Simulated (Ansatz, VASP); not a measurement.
**Two plane-wave programs on Te**

Contents of INCAR:

```
SYSTEM = Te
ALGO     = Normal         ! electronic algorithm
EDIFF    = 1E-7           ! SCF threshold, eV
EDIFFG   = -0.04          ! ionic threshold
ENCUT    = 600            ! plane-wave cutoff, eV
GGA      = PE             ! functional
IBRION   = 2              ! ionic algorithm
ISIF     = 3              ! what is computed and relaxed
ISMEAR   = 0              ! smearing method
LASPH    = .TRUE.         ! aspherical terms in the spheres
LCHARG   = .FALSE.        ! write CHGCAR
LREAL    = .FALSE.        ! projectors in reciprocal space
LWAVE    = .FALSE.        ! write WAVECAR
NELM     = 80             ! most SCF steps
NSW      = 90             ! ionic steps
PREC     = Accurate       ! precision mode
SIGMA    = 0.1            ! smearing width, eV
```

File KPOINTS:

```
k-points
0
G
  6 6 2
  0 0 0
```

File POSCAR:

```
Te
1.0
    3.9360508035      0.0000000000      0.0000000000
   -1.9680254018      3.4087199864      0.0000000000
    0.0000000000      0.0000000000     10.7201383673
Te
4
Direct
    0.0000000000      0.0000000000      0.2500000000
    0.0000000000      0.0000000000      0.7500000000
    0.3333333333      0.6666666667      0.7500000000
    0.6666666667      0.3333333333      0.2500000000
```

Input for Ansatz:

```yaml
crystal:
  lattice:
    - [3.9360508035, 0.0, 0.0]
    - [-1.9680254018, 3.4087199864, 0.0]
    - [0.0, 0.0, 10.7201383673]
  atoms:
    - { symbol: Te, position: [0.0, 0.0, 0.25] }
    - { symbol: Te, position: [0.0, 0.0, 0.75] }
    - { symbol: Te, position: [0.3333333333, 0.6666666667, 0.75] }
    - { symbol: Te, position: [0.6666666667, 0.3333333333, 0.25] }
basis:
  ecutwfc: 420
kpoints:
  mp_grid: { grid: [6, 6, 2] }
hamiltonian:
  xc: pbe
scf:
  occupations: { method: gaussian, width: 0.1 }
  lower_state_search: "off"
output:
  forces: true
  stress: true
  eigenvalues: true
relax:
  adjacent_minimum: "off"
  f_tol: 0.04
  max_steps: 70
  cell: { stress_tol: 0.4 }
```

Alike in both runs: task relaxation of cell and atoms; functional PBE; k mesh 6 × 6 × 2; occupations gaussian, width 0.1 eV; no spin polarisation.

|  | VASP | Ansatz |
| --- | --- | --- |
| version | VASP 6.6.1 | Ansatz 0.2.0 |
| potentials or method | VASP PAW PBE potentials, release 64 (Te), cutoff 600 eV | scalar-relativistic, plane waves, PAW |
| valence electrons in the cell | 24 | 64 |

VASP gave:

| Item | Value |
| --- | --- |
| gap on the k mesh at the Fermi level, each at its own relaxed structure (eV) | none |
| relaxed volume (Å³/atom) | 60.22 |
| relaxed cell length with the largest relative difference (Å) | 10.715 |

Estimate Ansatz's values.

gap on the k mesh at the Fermi level, each at its own relaxed structure (eV): none; relaxed volume (Å³/atom): 37.20; relaxed cell length with the largest relative difference (Å): 6.398.

A gap of «none» marks a metal or a gap that the smearing closes. One of these differences is far larger than is usual between the two programs; its cause wasn't traced. VASP's potentials hold 24 valence electrons a cell and Ansatz's 64, so a difference there can come from the potentials and not from the codes.

Spin-orbit coupling is off throughout. Noted on VASP's run: the volume moved by over 15 % at a fixed basis, so the end points are rough.
